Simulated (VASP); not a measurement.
# Cu3N (Pm-3m) in VASP: single point with LDA

Aim: the single point of Cu3N with LDA.

Everything below comes from runs of VASP 6.6.1. Logs are shortened: lines on timing, memory, paths and dates and some standing lists are left out, and cuts for length are marked.

### Step 1. The cell of the first run

Symmetry: Pm-3m, No. 221, cubic system. Conventional cell: a = 3.721 Å, b = 3.721 Å, c = 3.721 Å, α = 90.00°, β = 90.00°, γ = 90.00°. Within 2.5 Å of Cu (site symmetry 4/mmm) lie 2 N at 1.86 Å. N (site symmetry m-3m) has 6 Cu at 1.86 Å within 2.5 Å.

### Step 2. Single point, LDA

INCAR

```
ALGO = Normal
EDIFF = 1E-6
ENCUT = 820
GGA_COMPAT = F
ISIF = 2
ISMEAR = 0
LASPH = T
LCHARG = F
LREAL = F
LWAVE = F
NBANDS = 39
NELM = 120
PREC = Accurate
SIGMA = 0.01
```

KPOINTS

```
k-points
0
Gamma
  10 10 10
```

POSCAR

```
Cu3N
1.0
    3.7209142367      0.0000000000      0.0000000000
    0.0000000000      3.7209142367      0.0000000000
    0.0000000000      0.0000000000      3.7209142367
Cu N
3 1
Direct
    0.5000000000      0.0000000000      0.0000000000
    0.0000000000      0.5000000000      0.0000000000
    0.0000000000      0.0000000000      0.5000000000
    0.0000000000      0.0000000000      0.0000000000
```

Potentials or basis: VASP PAW LDA potentials, release 64 (Cu_sv_GW, N).

Command:

```sh
cat potpaw_LDA.64/Cu_sv_GW/POTCAR potpaw_LDA.64/N/POTCAR > POTCAR
mpirun -np 1 vasp_std > vasp.out
```

OUTCAR:

```text
EDIFF = 1E-6
   ENCUT = 820
   ISIF = 2
   ISMEAR = 0
   LASPH = T
   LREAL = F
   NELM = 120
   PREC = Accurate

 ion  position               nearest neighbor table
   1  0.500  0.000  0.000-   4 1.86   4 1.86   2 2.63   3 2.63   2 2.63   2 2.63   3 2.63   3 2.63
                             3 2.63   2 2.63
   2  0.000  0.500  0.000-   4 1.86   4 1.86   1 2.63   3 2.63   1 2.63   3 2.63   3 2.63   3 2.63
                             1 2.63   1 2.63
   3  0.000  0.000  0.500-   4 1.86   4 1.86   1 2.63   1 2.63   2 2.63   2 2.63   2 2.63   2 2.63
                             1 2.63   1 2.63
   4  0.000  0.000  0.000-   1 1.86   2 1.86   3 1.86   3 1.86   2 1.86   1 1.86

  LATTYP: Found a simple cubic cell.
 ALAT       =     3.7209142367

  Lattice vectors:

 A1 = (   3.7209142367,   0.0000000000,   0.0000000000)
 A2 = (   0.0000000000,   3.7209142367,   0.0000000000)
 A3 = (   0.0000000000,   0.0000000000,   3.7209142367)

Analysis of symmetry for initial positions (statically):
=====================================================================
 Subroutine PRICEL returns:
 Original cell was already a primitive cell.

 Routine SETGRP: Setting up the symmetry group for a
 simple cubic supercell.

 Subroutine GETGRP returns: Found 48 space group operations
 (whereof 48 operations were pure point group operations)
 out of a pool of 48 trial point group operations.

The static configuration has the point symmetry O_h .

Analysis of symmetry for dynamics (positions and initial velocities):
=====================================================================
 Subroutine PRICEL returns:
 Original cell was already a primitive cell.

 Routine SETGRP: Setting up the symmetry group for a
 simple cubic supercell.

 Subroutine GETGRP returns: Found 48 space group operations
 (whereof 48 operations were pure point group operations)
 out of a pool of 48 trial point group operations.

The dynamic configuration has the point symmetry O_h .

 Subroutine INISYM returns: Found 48 space group operations
 (whereof 48 operations are pure point group operations),
 and found     1 'primitive' translations

----------------------------------------------------------------------------------------

                                     Primitive cell

  volume of cell :      51.5168

  direct lattice vectors                    reciprocal lattice vectors
     3.720914237  0.000000000  0.000000000     0.268751155  0.000000000  0.000000000
     0.000000000  3.720914237  0.000000000     0.000000000  0.268751155  0.000000000
     0.000000000  0.000000000  3.720914237     0.000000000  0.000000000  0.268751155

  length of vectors
     3.720914237  3.720914237  3.720914237     0.268751155  0.268751155  0.268751155

  position of ions in fractional coordinates (direct lattice)
     0.500000000  0.000000000  0.000000000
     0.000000000  0.500000000  0.000000000
     0.000000000  0.000000000  0.500000000
     0.000000000  0.000000000  0.000000000

  ion indices of the primitive-cell ions
   primitive index   ion index
                 1           1
                 2           2
                 3           3
                 4           4

----------------------------------------------------------------------------------------

 KPOINTS: k-points

Automatic generation of k-mesh.
 Grid dimensions read from file:
 generate k-points for:   10   10   10

 Generating k-lattice:

  Cartesian coordinates                     Fractional coordinates (reciprocal lattice)
     0.026875116  0.000000000  0.000000000     0.100000000  0.000000000  0.000000000
     0.000000000  0.026875116  0.000000000     0.000000000  0.100000000  0.000000000
     0.000000000  0.000000000  0.026875116     0.000000000  0.000000000  0.100000000

  Length of vectors
     0.026875116  0.026875116  0.026875116

  Shift w.r.t. Gamma in fractional coordinates (k-lattice)
     0.000000000  0.000000000  0.000000000

 Subroutine IBZKPT returns following result:
 ===========================================

 Found     56 irreducible k-points:

 Following reciprocal coordinates:
            Coordinates               Weight
  0.000000  0.000000  0.000000      1.000000
  0.100000  0.000000  0.000000      6.000000
  0.200000  0.000000  0.000000      6.000000
  0.300000  0.000000  0.000000      6.000000
  0.400000  0.000000  0.000000      6.000000
  0.500000  0.000000  0.000000      3.000000
[... 16 lines left out ...]
  0.200000  0.100000  0.100000     24.000000
  0.300000  0.100000  0.100000     24.000000
 [... further k-points ...]
   k-points           NKPTS =     56   k-points in BZ     NKDIM =     56   number of bands    NBANDS=     39
   number of dos      NEDOS =    301   number of ions     NIONS =      4
   total plane-waves  NPLWV =  46656
   dimension x,y,z NGX =    36 NGY =   36 NGZ =   36
   dimension x,y,z NGXF=    72 NGYF=   72 NGZF=   72
   ions per type =               3   1
   NGX,Y,Z   is equivalent  to a cutoff of  16.08, 16.08, 16.08 a.u.
   NGXF,Y,Z  is equivalent  to a cutoff of  32.17, 32.17, 32.17 a.u.
 SYSTEM =  unknown system
   PREC   = accura    normal or accurate (medium, high low for compatibility)
   ISTART =      0    job   : 0-new  1-cont  2-samecut
   ICHARG =      2    charge: 1-file 2-atom 10-const
   ISPIN  =      1    spin polarized calculation?
   LNONCOLLINEAR =      F non collinear calculations
   LSORBIT =      F    spin-orbit coupling
   LASPH  =      T    aspherical Exc in radial PAW
   ENCUT  =  820.0 eV  60.27 Ry    7.76 a.u.   8.69  8.69  8.69*2*pi/ulx,y,z
   NELM   =    120;   NELMIN=  2; NELMDL= -5     # of ELM steps
   EDIFF  = 0.1E-05   stopping-criterion for ELM
   LREAL  =      F    real-space projection
   EDIFFG = 0.1E-04   stopping-criterion for IOM
   NSW    =      0    number of steps for IOM
   IBRION =     -1    ionic relax: 0-MD 1-quasi-New 2-CG
   NFREE  =      0    steps in history (QN), initial steepest desc. (CG)
   ISIF   =      2    stress and relaxation
   ISYM   =      2    0-nonsym 1-usesym 2-fastsym
   POTIM  = 0.5000    time-step for ionic-motion
   TEBEG  =    0.0;   TEEND  =   0.0 temperature during run
   PSTRESS=    0.0 pullay stress
   NELECT =      62.0000    total number of electrons
   NUPDOWN=      -1.0000    fix difference up-down
   EMIN   =  10.00;   EMAX   =-10.00  energy-range for DOS
   EFERMI =   0.00;   METHOD = LEGACY
   ISMEAR =     0;   SIGMA  =   0.01  broadening in eV -4-tet -1-fermi 0-gaus
   EFERMI_NEDOS =   21; number of points for ismear=-14 and -15
   IALGO  =     38    algorithm
   IMIX   =      4    mixing-type and parameters
     AMIX     =   0.40;   BMIX     =  1.00
     AMIX_MAG =   1.60;   BMIX_MAG =  1.00
  volume/ion in A,a.u.               =      12.88        86.91
  Fermi-wavevector in a.u.,A,eV,Ry     =   1.741362  3.290697 41.257513  3.032342
  Thomas-Fermi vector in A             =   2.813834
   LORBIT       =      0    0 simple, 1 ext, 2 COOP (PROOUT), +10 PAW based schemes
   GGA     = CA    functional components
   LHFCALC =     F    Hartree Fock is set to
   AEXX    =    0.0000 exact exchange contribution
   IVDW    =     0    specifies the selected vdW correction
   LEPSILON=     F    determine dielectric tensor
   LRPA    =     F    only Hartree local field effects (RPA)
 non-spin polarized calculation
 Gauss-broadening in eV      SIGMA  =   0.01
  energy-cutoff  :      820.00
  volume of cell :       51.52
 maximum number of plane-waves:      2800
 NGX is ok and might be reduce to    36
   NGX = 17   NGY = 17   NGZ = 17

 number of electron      62.0000046 magnetization

 Free energy of the ion-electron system (eV)
  ---------------------------------------------------
  ext. energy  EPLUGINS =         0.00000000
  ---------------------------------------------------
  free energy    TOTEN  =       -22.60863076 eV

  energy without entropy =      -22.60862958  energy(sigma->0) =      -22.60863017

 E-fermi :   5.3470     XC(G=0): -12.0570

 val. band max:        5.3280461945   @ k =   0.5000   0.5000   0.0000
 cond. band min:       5.3670666984   @ k =   0.5000   0.5000   0.1000
 fundamental gap:      0.0390205039
 Fermi energy:         5.3469533922

 k-point     1 :       0.0000    0.0000    0.0000
  band No.  band energies     occupation
      1    -106.4192      2.00000
      2    -106.4089      2.00000
      3    -106.4089      2.00000
      4     -64.6076      2.00000
      5     -64.6076      2.00000
      6     -64.6076      2.00000
[... 31 lines left out ...]
     38      17.9691      0.00000
     39      18.3144      0.00000

 k-point     2 :       0.1000    0.0000    0.0000
  band No.  band energies     occupation
      1    -106.4189      2.00000
      2    -106.4091      2.00000
      3    -106.4090      2.00000
      4     -64.6074      2.00000
      5     -64.6074      2.00000
      6     -64.6073      2.00000
[... 31 lines left out ...]
     38      17.4591      0.00000
     39      17.4842      0.00000

 k-point     3 :       0.2000    0.0000    0.0000
  band No.  band energies     occupation
      1    -106.4183      2.00000
      2    -106.4097      2.00000
      3    -106.4090      2.00000
      4     -64.6072      2.00000
      5     -64.6072      2.00000
      6     -64.6067      2.00000
[... 31 lines left out ...]
     38      16.1072      0.00000
     39      16.5560      0.00000

 k-point     4 :       0.3000    0.0000    0.0000
  band No.  band energies     occupation
      1    -106.4172      2.00000
      2    -106.4107      2.00000
      3    -106.4089      2.00000
      4     -64.6067      2.00000
      5     -64.6067      2.00000
      6     -64.6060      2.00000
[... 31 lines left out ...]
     38      15.3339      0.00000
     39      15.6840      0.00000
[... 754 lines left out ...]
     38      16.1336      0.00000
     39      16.1336      0.00000

 k-point    23 :       0.2000    0.1000    0.1000
  band No.  band energies     occupation
      1    -106.4178      2.00000
      2    -106.4098      2.00000
      3    -106.4092      2.00000
      4     -64.6149      2.00000
      5     -64.6042      2.00000
      6     -64.6009      2.00000
[... 31 lines left out ...]
     38      15.0241      0.00000
     39      15.6559      0.00000

 k-point    24 :       0.3000    0.1000    0.1000
  band No.  band energies     occupation
      1    -106.4169      2.00000
      2    -106.4107      2.00000
      3    -106.4092      2.00000
      4     -64.6171      2.00000
      5     -64.6039      2.00000
      6     -64.5978      2.00000
[... 31 lines left out ...]
     38      14.8396      0.00000
     39      16.0224      0.00000

 [... further k-points ...]

------------------------ aborting loop because EDIFF is reached ----------------------------------------

  FORCE on cell =-STRESS in cart. coord.  units (eV):
  Direction    XX          YY          ZZ          XY          YZ          ZX
  --------------------------------------------------------------------------------------
  -------------------------------------------------------------------------------------
  Total       -0.0687123     -0.0687123     -0.0687123     -0.0000000     -0.0000000      0.0000000
  in kB       -2.1369589     -2.1369589     -2.1369589     -0.0000000     -0.0000000      0.0000000
  external PRESSURE =      -2.1369589 kB  Pullay stress =       0.0000000 kB

 VOLUME and BASIS-vectors are now :
 -----------------------------------------------------------------------------
  energy-cutoff  :      820.00
  volume of cell :       51.52
      direct lattice vectors                 reciprocal lattice vectors
     3.720914237  0.000000000  0.000000000     0.268751155  0.000000000  0.000000000
     0.000000000  3.720914237  0.000000000     0.000000000  0.268751155  0.000000000
     0.000000000  0.000000000  3.720914237     0.000000000  0.000000000  0.268751155

 POSITION                                       TOTAL-FORCE (eV/Angst)
 -----------------------------------------------------------------------------------
      1.86046      0.00000      0.00000         0.000000      0.000000      0.000000
      0.00000      1.86046      0.00000         0.000000      0.000000      0.000000
      0.00000      0.00000      1.86046         0.000000      0.000000      0.000000
      0.00000      0.00000      0.00000         0.000000      0.000000      0.000000
 -----------------------------------------------------------------------------------
    total drift:                                0.000000      0.000000     -0.000000

  FREE ENERGIE OF THE ION-ELECTRON SYSTEM (eV)
  ---------------------------------------------------
  free  energy   TOTEN  =       -22.6086307556 eV

  energy  without entropy=      -22.6086295777  energy(sigma->0) =      -22.60863017
```

Run time: 3.4 min. Hardware: 1 thread of AMD EPYC 7R13 (Zen 3), shared host; peak memory 0.29 GiB.

Results:

| Property | Result |
| --- | --- |
| Free energy | -22.6086 eV |
| Pressure | -0.2 GPa |
| Band gap on the k mesh | zero (bands 31 and 32 overlap by 0.05 eV) |

Levels at points of the mesh, in eV from the Fermi level:
| k point | band 28 | band 29 | band 30 | band 31 | band 32 | band 33 | band 34 | band 35 |
| --- | --- | --- | --- | --- | --- | --- | --- | --- |
| (0.00, 0.00, 0.00) | -1.99 | -1.99 | -1.99 | -1.94 | 1.31 | 5.55 | 5.55 | 6.68 |
| (0.50, 0.00, 0.00) | -2.39 | -1.99 | -1.54 | -1.54 | 1.84 | 3.44 | 7.14 | 7.36 |
| (0.50, 0.50, 0.00) | -2.34 | -1.16 | -1.16 | -0.74 | -0.02 | 3.85 | 5.02 | 5.02 |
| (0.50, 0.50, 0.50) | -2.03 | 0.03 | 0.03 | 0.03 | 0.55 | 0.55 | 0.55 | 6.23 |

Caveat: semilocal functionals underestimate gaps, and a narrow one can read as zero.

The gap in the log of VASP goes by the Fermi energy; the results here count the filled bands.